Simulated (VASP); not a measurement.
# Si3Bi2Te2 (P-4m2) in VASP: single point with PBE

Aim: the single point of Si3Bi2Te2 with PBE.

Program: VASP 6.6.1. These are calculated values, not measurements. Logs are shortened: lines on timing, memory, paths and dates and some standing lists are left out, and cuts for length are marked.

### Step 1. The cell of the first run

It takes space group P-4m2 (No. 115, tetragonal). The conventional cell has a = 5.732 Å, b = 5.732 Å, c = 5.849 Å, α = 90.00°, β = 90.00°, γ = 90.00°. Si (site symmetry -4m2) has 4 Si at 2.87 Å and 2 Te at 2.92 Å within 3.8 Å. Within 3.8 Å of Si (site symmetry 2mm) lie 2 Si at 2.87 Å and 2 Te at 2.87 Å and 2 Bi at 2.90 to 2.95 Å. Bi (site symmetry 2mm) has 2 Te at 2.87 Å and 2 Si at 2.90 to 2.95 Å within 3.8 Å. Within 3.8 Å of Te (site symmetry -4m2) lie 4 Si at 2.87 Å. Within 3.8 Å of Te (site symmetry -4m2) lie 4 Bi at 2.87 Å and 2 Si at 2.92 Å.

The cell was built from a structure type or drawn by symmetry, and may not be a known phase.

### Step 2. Single point, PBE

File INCAR:

```
SYSTEM = Si3Bi2Te2
PREC = Accurate
ENCUT = 500
EDIFF = 1E-6
ISMEAR = 0
SIGMA = 0.2
LREAL = .False.
LASPH = .True.
NELM = 120
ALGO = Normal
ISIF = 2
LWAVE = .False.
LCHARG = .True.
GGA = PE
LELF = .True.
LVHAR = .True.
NBANDS = 36
GGA_COMPAT = .False.
```

File KPOINTS:

```
Automatic mesh
0
Gamma
  3 3 3
  0 0 0
```

File POSCAR:

```
Si3Bi2Te2
1.0
    5.7321054081      0.0000000000      0.0000000000
    0.0000000000      5.7321054081      0.0000000000
    0.0000000000      0.0000000000      5.8491000129
Si Bi Te
3 2 2
Direct
    0.5000000000      0.5000000000      0.5000000000
    0.0000000000      0.5000000000      0.5096438639
    0.5000000000      0.0000000000      0.4903561361
    0.0000000000      0.5000000000      0.0132922403
    0.5000000000      0.0000000000      0.9867077597
    0.0000000000      0.0000000000      0.5000000000
    0.5000000000      0.5000000000      0.0000000000
```

Potentials or basis: VASP PAW PBE potentials, release 64 (Si, Bi_d, Te).

Run with:

```sh
cat potpaw_PBE.64/Si/POTCAR potpaw_PBE.64/Bi_d/POTCAR potpaw_PBE.64/Te/POTCAR > POTCAR
mpirun -np 1 vasp_std > vasp.out
```

OUTCAR:

```text
SYSTEM = Si3Bi2Te2
   PREC = Accurate
   ENCUT = 500
   EDIFF = 1E-6
   ISMEAR = 0
   LREAL = .False.
   LASPH = .True.
   NELM = 120
   ISIF = 2
   GGA = PE

 ion  position               nearest neighbor table
   1  0.500  0.500  0.500-   2 2.87   3 2.87   3 2.87   2 2.87   7 2.92   7 2.92
   2  0.000  0.500  0.510-   1 2.87   6 2.87   6 2.87   1 2.87   4 2.90   4 2.95
   3  0.500  0.000  0.490-   1 2.87   6 2.87   1 2.87   6 2.87   5 2.90   5 2.95
   4  0.000  0.500  0.013-   7 2.87   7 2.87   2 2.90   2 2.95
   5  0.500  0.000  0.987-   7 2.87   7 2.87   3 2.90   3 2.95
   6  0.000  0.000  0.500-   2 2.87   3 2.87   2 2.87   3 2.87
   7  0.500  0.500  0.000-   4 2.87   5 2.87   5 2.87   4 2.87   1 2.92   1 2.92

  LATTYP: Found a simple tetragonal cell.
 ALAT       =     5.7321054081
 C/A-ratio  =     1.0204104071

  Lattice vectors:

 A1 = (   5.7321054081,   0.0000000000,   0.0000000000)
 A2 = (   0.0000000000,   5.7321054081,   0.0000000000)
 A3 = (   0.0000000000,   0.0000000000,   5.8491000129)

Analysis of symmetry for initial positions (statically):
=====================================================================
 Subroutine PRICEL returns:
 Original cell was already a primitive cell.

 Routine SETGRP: Setting up the symmetry group for a
 simple tetragonal supercell.

 Subroutine GETGRP returns: Found  8 space group operations
 (whereof  8 operations were pure point group operations)
 out of a pool of 16 trial point group operations.

The static configuration has the point symmetry D_2d.

Analysis of symmetry for dynamics (positions and initial velocities):
=====================================================================
 Subroutine PRICEL returns:
 Original cell was already a primitive cell.

 Routine SETGRP: Setting up the symmetry group for a
 simple tetragonal supercell.

 Subroutine GETGRP returns: Found  8 space group operations
 (whereof  8 operations were pure point group operations)
 out of a pool of 16 trial point group operations.

The dynamic configuration has the point symmetry D_2d.

 Subroutine INISYM returns: Found  8 space group operations
 (whereof  8 operations are pure point group operations),
 and found     1 'primitive' translations

----------------------------------------------------------------------------------------

                                     Primitive cell

  volume of cell :     192.1841

  direct lattice vectors                    reciprocal lattice vectors
     5.732105408  0.000000000  0.000000000     0.174455968  0.000000000  0.000000000
     0.000000000  5.732105408  0.000000000     0.000000000  0.174455968  0.000000000
     0.000000000  0.000000000  5.849100013     0.000000000  0.000000000  0.170966473

  length of vectors
     5.732105408  5.732105408  5.849100013     0.174455968  0.174455968  0.170966473

  position of ions in fractional coordinates (direct lattice)
     0.500000000  0.500000000  0.500000000
     0.000000000  0.500000000  0.509643864
     0.500000000  0.000000000  0.490356136
     0.000000000  0.500000000  0.013292240
     0.500000000  0.000000000  0.986707760
     0.000000000  0.000000000  0.500000000
     0.500000000  0.500000000  0.000000000

  ion indices of the primitive-cell ions
   primitive index   ion index
                 1           1
                 2           2
                 3           3
                 4           4
                 5           5
                 6           6
                 7           7

----------------------------------------------------------------------------------------

 KPOINTS: Automatic mesh

Automatic generation of k-mesh.
 Grid dimensions read from file:
 generate k-points for:    3    3    3

 Generating k-lattice:

  Cartesian coordinates                     Fractional coordinates (reciprocal lattice)
     0.058151989  0.000000000  0.000000000     0.333333333  0.000000000  0.000000000
     0.000000000  0.058151989  0.000000000     0.000000000  0.333333333  0.000000000
     0.000000000  0.000000000  0.056988824     0.000000000  0.000000000  0.333333333

  Length of vectors
     0.058151989  0.058151989  0.056988824

  Shift w.r.t. Gamma in fractional coordinates (k-lattice)
     0.000000000  0.000000000  0.000000000

 Subroutine IBZKPT returns following result:
 ===========================================

 Found      6 irreducible k-points:

 Following reciprocal coordinates:
            Coordinates               Weight
  0.000000  0.000000  0.000000      1.000000
  0.333333  0.000000  0.000000      4.000000
  0.333333  0.333333  0.000000      4.000000
  0.000000  0.000000  0.333333      2.000000
  0.333333  0.000000  0.333333      8.000000
  0.333333  0.333333  0.333333      8.000000
   k-points           NKPTS =      6   k-points in BZ     NKDIM =      6   number of bands    NBANDS=     36
   number of dos      NEDOS =    301   number of ions     NIONS =      7
   total plane-waves  NPLWV =  84672
   dimension x,y,z NGX =    42 NGY =   42 NGZ =   48
   dimension x,y,z NGXF=    84 NGYF=   84 NGZF=   96
   ions per type =               3   2   2
   NGX,Y,Z   is equivalent  to a cutoff of  12.18, 12.18, 13.64 a.u.
   NGXF,Y,Z  is equivalent  to a cutoff of  24.36, 24.36, 27.29 a.u.
 SYSTEM =  Si3Bi2Te2
   PREC   = accura    normal or accurate (medium, high low for compatibility)
   ISTART =      0    job   : 0-new  1-cont  2-samecut
   ICHARG =      2    charge: 1-file 2-atom 10-const
   ISPIN  =      1    spin polarized calculation?
   LNONCOLLINEAR =      F non collinear calculations
   LSORBIT =      F    spin-orbit coupling
   LASPH  =      T    aspherical Exc in radial PAW
   ENCUT  =  500.0 eV  36.75 Ry    6.06 a.u.  10.45 10.45 10.66*2*pi/ulx,y,z
   NELM   =    120;   NELMIN=  2; NELMDL= -5     # of ELM steps
   EDIFF  = 0.1E-05   stopping-criterion for ELM
   LREAL  =      F    real-space projection
   EDIFFG = 0.1E-04   stopping-criterion for IOM
   NSW    =      0    number of steps for IOM
   IBRION =     -1    ionic relax: 0-MD 1-quasi-New 2-CG
   NFREE  =      0    steps in history (QN), initial steepest desc. (CG)
   ISIF   =      2    stress and relaxation
   ISYM   =      2    0-nonsym 1-usesym 2-fastsym
   POTIM  = 0.5000    time-step for ionic-motion
   TEBEG  =    0.0;   TEEND  =   0.0 temperature during run
   PSTRESS=    0.0 pullay stress
   NELECT =      54.0000    total number of electrons
   NUPDOWN=      -1.0000    fix difference up-down
   EMIN   =  10.00;   EMAX   =-10.00  energy-range for DOS
   EFERMI =   0.00;   METHOD = LEGACY
   ISMEAR =     0;   SIGMA  =   0.20  broadening in eV -4-tet -1-fermi 0-gaus
   EFERMI_NEDOS =   21; number of points for ismear=-14 and -15
   IALGO  =     38    algorithm
   IMIX   =      4    mixing-type and parameters
     AMIX     =   0.40;   BMIX     =  1.00
     AMIX_MAG =   1.60;   BMIX_MAG =  1.00
  volume/ion in A,a.u.               =      27.45       185.27
  Fermi-wavevector in a.u.,A,eV,Ry     =   1.072260  2.026278 15.643196  1.149742
  Thomas-Fermi vector in A             =   2.208025
   LORBIT       =      0    0 simple, 1 ext, 2 COOP (PROOUT), +10 PAW based schemes
   GGA     = PE    functional components
   LHFCALC =     F    Hartree Fock is set to
   AEXX    =    0.0000 exact exchange contribution
   IVDW    =     0    specifies the selected vdW correction
   LEPSILON=     F    determine dielectric tensor
   LRPA    =     F    only Hartree local field effects (RPA)
 non-spin polarized calculation
 Gauss-broadening in eV      SIGMA  =   0.20
  energy-cutoff  :      500.00
  volume of cell :      192.18
 maximum number of plane-waves:      4913
 NGX is ok and might be reduce to    42
   NGX = 21   NGY = 21   NGZ = 21

 number of electron      53.9999990 magnetization

 Free energy of the ion-electron system (eV)
  ---------------------------------------------------
  ext. energy  EPLUGINS =         0.00000000
  ---------------------------------------------------
  free energy    TOTEN  =       -27.20376034 eV

  energy without entropy =      -27.14063738  energy(sigma->0) =      -27.17219886

 E-fermi :   6.5509     XC(G=0):  -9.6019

 val. band max:        6.4996026947   @ k =   0.0000   0.0000   0.0000
 cond. band min:       6.5512477291   @ k =   0.3333   0.3333   0.3333
 fundamental gap:      0.0516450344
 Fermi energy:         6.5508659193

 k-point     1 :       0.0000    0.0000    0.0000
  band No.  band energies     occupation
      1     -16.5117      2.00000
      2     -16.4484      2.00000
      3     -16.3906      2.00000
      4     -16.3527      2.00000
      5     -16.3527      2.00000
      6     -16.3398      2.00000
[... 28 lines left out ...]
     35      11.5187      0.00000
     36      11.5187      0.00000

 k-point     2 :       0.3333    0.0000    0.0000
  band No.  band energies     occupation
      1     -16.4945      2.00000
      2     -16.4626      2.00000
      3     -16.3785      2.00000
      4     -16.3539      2.00000
      5     -16.3534      2.00000
      6     -16.3516      2.00000
[... 28 lines left out ...]
     35      11.0828      0.00000
     36      11.1230      0.00000

 k-point     3 :       0.3333    0.3333    0.0000
  band No.  band energies     occupation
      1     -16.4857      2.00000
      2     -16.4699      2.00000
      3     -16.3723      2.00000
      4     -16.3599      2.00000
      5     -16.3576      2.00000
      6     -16.3490      2.00000
[... 28 lines left out ...]
     35      10.8301      0.00000
     36      11.0246      0.00000

 k-point     4 :       0.0000    0.0000    0.3333
  band No.  band energies     occupation
      1     -16.5114      2.00000
      2     -16.4481      2.00000
      3     -16.3906      2.00000
      4     -16.3528      2.00000
      5     -16.3528      2.00000
      6     -16.3398      2.00000
[... 28 lines left out ...]
     35      11.0078      0.00000
     36      11.0386      0.00000

 k-point     5 :       0.3333    0.0000    0.3333
  band No.  band energies     occupation
      1     -16.4942      2.00000
      2     -16.4624      2.00000
      3     -16.3785      2.00000
      4     -16.3540      2.00000
      5     -16.3535      2.00000
      6     -16.3517      2.00000
[... 28 lines left out ...]
     35      10.8640      0.00000
     36      11.2627      0.00000

 k-point     6 :       0.3333    0.3333    0.3333
  band No.  band energies     occupation
      1     -16.4855      2.00000
      2     -16.4696      2.00000
      3     -16.3723      2.00000
      4     -16.3599      2.00000
      5     -16.3577      2.00000
      6     -16.3491      2.00000
[... 28 lines left out ...]
     35       9.6679      0.00000
     36       9.9379      0.00000

------------------------ aborting loop because EDIFF is reached ----------------------------------------

  FORCE on cell =-STRESS in cart. coord.  units (eV):
  Direction    XX          YY          ZZ          XY          YZ          ZX
  --------------------------------------------------------------------------------------
  -------------------------------------------------------------------------------------
  Total        0.2521256      0.2521256      0.1044868      0.0000000      0.0000000      0.0000000
  in kB        2.1018907      2.1018907      0.8710733      0.0000000      0.0000000      0.0000000
  external PRESSURE =       1.6916182 kB  Pullay stress =       0.0000000 kB

 VOLUME and BASIS-vectors are now :
 -----------------------------------------------------------------------------
  energy-cutoff  :      500.00
  volume of cell :      192.18
      direct lattice vectors                 reciprocal lattice vectors
     5.732105408  0.000000000  0.000000000     0.174455968  0.000000000  0.000000000
     0.000000000  5.732105408  0.000000000     0.000000000  0.174455968  0.000000000
     0.000000000  0.000000000  5.849100013     0.000000000  0.000000000  0.170966473

 POSITION                                       TOTAL-FORCE (eV/Angst)
 -----------------------------------------------------------------------------------
      2.86605      2.86605      2.92455         0.000000      0.000000      0.000000
      0.00000      2.86605      2.98096         0.000000     -0.000000     -0.008909
      2.86605      0.00000      2.86814         0.000000     -0.000000      0.008909
      0.00000      2.86605      0.07775         0.000000     -0.000000     -0.013408
      2.86605      0.00000      5.77135        -0.000000     -0.000000      0.013408
      0.00000      0.00000      2.92455         0.000000     -0.000000      0.000000
      2.86605      2.86605      0.00000         0.000000     -0.000000      0.000000
 -----------------------------------------------------------------------------------
    total drift:                                0.000000      0.000000      0.000000

  FREE ENERGIE OF THE ION-ELECTRON SYSTEM (eV)
  ---------------------------------------------------
  free  energy   TOTEN  =       -27.2037603368 eV

  energy  without entropy=      -27.1406373808  energy(sigma->0) =      -27.17219886
```

It took 44 s on 1 thread of Intel Xeon Platinum 8488C (Sapphire Rapids), shared host; peak memory 0.28 GiB.

What came out:

```
Free energy            : -27.2038 eV
Pressure               : 0.2 GPa
Largest force          : 0.013 eV/Å
Band gap on the k mesh : zero (bands 27 and 28 overlap by 0.17 eV)
```

Forces on the atoms (eV/Å):
```
Si   0.000  0.000  0.000
Si   0.000  0.000 -0.009
Si   0.000  0.000  0.009
Bi   0.000  0.000 -0.013
Bi   0.000  0.000  0.013
Te   0.000  0.000  0.000
Te   0.000  0.000  0.000
```

Stress tensor (GPa, compression positive):
```
0.21 0.00 0.00
0.00 0.21 0.00
0.00 0.00 0.09
```

Caveat: the k points lie up to 0.37 Å⁻¹ apart; spin-orbit coupling is left out, which moves the levels of the heavy elements.
